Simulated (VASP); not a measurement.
A run of VASP 6.6.1:

The input INCAR:

```
SYSTEM = Hg
  PREC = Accurate
  ENCUT = 520
  EDIFF = 1E-6
  ISMEAR = -1
  SIGMA = 0.05
  LREAL = .FALSE.
  LASPH = .TRUE.
  NELM = 80
  ALGO = Normal
  ISIF = 2
  LWAVE = .FALSE.
  LCHARG = .FALSE.
  GGA = PE
  NBANDS = 25
```

Contents of KPOINTS:

```
regular mesh
0
G
  7 7 10
  0 0 0
```

File POSCAR:

```
Hg
1.0
    4.7303210081      0.0000000000      0.0000000000
   -2.3651605040      4.0965781611      0.0000000000
    0.0000000000      0.0000000000      2.7376047657
Hg
3
Direct
    0.0000000000      0.0000000000      0.0000000000
    0.3333333333      0.6666666667      0.5000000000
    0.6666666667      0.3333333333      0.5000000000
```

Potentials or basis: VASP PAW PBE potentials, release 64 (Hg).

The run is started by

```sh
$ cat potpaw_PBE.64/Hg/POTCAR > POTCAR
$ mpirun -np 1 vasp_std > vasp.out
```

Hardware: 1 thread of AMD EPYC 7R13, with other jobs on the host.

Q: Estimate the wall time of this run.

A: Wall time 100 s on 1 thread of AMD EPYC 7R13, with other jobs on the host, peak memory 0.16 GiB. Counts: scf iterations 12, k points 48.
